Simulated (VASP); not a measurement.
Wanted: the native input for a VASP 6.6.1 run.

```yaml
Task: relaxation of cell and atoms
Functional: PBE
Potentials_or_basis: VASP PAW PBE potentials, release 64 (Hf_pv, B, Br)
Cutoff: 600 eV
k_mesh: 6 × 6 × 4
Occupations: gaussian, width 0.1 eV
Spin: no spin polarisation
Dipole_correction: no
Further_INCAR_settings: ALGO = Normal; EDIFF = 1e-07; IBRION = 2; EDIFFG = -0.04; NSW = 90; ISIF = 3
```

The structure of HfBBr2 lies in POSCAR:

```
HfBBr2
1.0
    4.9586393421      0.0000000000      0.0000000000
   -2.4793196710      4.2943076385      0.0000000000
    0.0000000000      0.0000000000      4.4074679234
Hf B Br
1 1 2
Direct
    0.0000000000      0.0000000000      0.5000000000
    0.0000000000      0.0000000000      0.0000000000
    0.3333333333      0.6666666667      0.6638902885
    0.6666666667      0.3333333333      0.3361097115
```

One way to write it, as run:

INCAR

```
SYSTEM = HfBBr2
  PREC = Accurate
  ENCUT = 600
  EDIFF = 1E-7
  ISMEAR = 0
  SIGMA = 0.1
  LREAL = .FALSE.
  LASPH = .TRUE.
  NELM = 80
  ALGO = Normal
  ISIF = 3
  LWAVE = .FALSE.
  LCHARG = .FALSE.
  GGA = PE
  IBRION = 2
  NSW = 90
  EDIFFG = -0.04
```

KPOINTS

```
regular mesh
0
G
  6 6 4
  0 0 0
```

Potentials or basis: VASP PAW PBE potentials, release 64 (Hf_pv, B, Br).

Run with:

```bash
$ cat potpaw_PBE.64/Hf_pv/POTCAR potpaw_PBE.64/B/POTCAR potpaw_PBE.64/Br/POTCAR > POTCAR
$ mpirun -np 1 vasp_std > vasp.out
```

Results of the run:

- Relaxed volume: 23.40 Å³/atom
- Relaxed cell: a = 4.806 Å, b = 4.806 Å, c = 4.680 Å, α = 90.00°, β = 90.00°, γ = 120.00°
- Space group after relaxing (to 0.05 Å): P-3m1 (No. 164)
- Energy gained by relaxing: 56.6 meV/atom
- Ionic steps: 8
- Pressure after relaxing: 0.0 GPa
- Largest force after relaxing: 0.037 eV/Å

Caveat: an odd number of electrons without spin polarisation forces a metal; a magnetic or distorted state may lie lower.

It took 4.3 min on 1 thread of Intel Xeon 6975P-C (shared host), peak memory 0.28 GiB.
